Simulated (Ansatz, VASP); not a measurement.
## Al in VASP and in Ansatz

```
Al
1.0
     0.00000    2.00779    2.00779
     2.00779    0.00000    2.00779
     2.00779    2.00779    0.00000
Al
1
Direct
  0.00000 0.00000 0.00000
```

Alike in both runs: task relaxation of cell and atoms; functional PBEsol; k mesh 20 × 20 × 20; occupations fermi-dirac, width 0.15 eV; no spin polarisation.

|  | VASP | Ansatz |
| --- | --- | --- |
| version | VASP 6.6.1 | Ansatz 0.2.0 |
| potentials or method | VASP PAW PBE potentials, release 64 (Al), cutoff 600 eV | scalar-relativistic, plane waves, PAW |
| valence electrons in the cell | 3 | 3 |

|  | VASP | Ansatz | Ansatz less VASP |
| --- | --- | --- | --- |
| gap on the k mesh at the Fermi level, each at its own relaxed structure (eV) | none | none | - |
| relaxed volume (Å³/atom) | 16.21 | 16.20 | -0.013 |
| relaxed cell length with the largest relative difference (Å) | 2.841 | 2.840 | -0.0008 |

VASP's potentials were made for PBE, not for PBEsol. A gap of «none» marks a metal or a gap that the smearing closes.
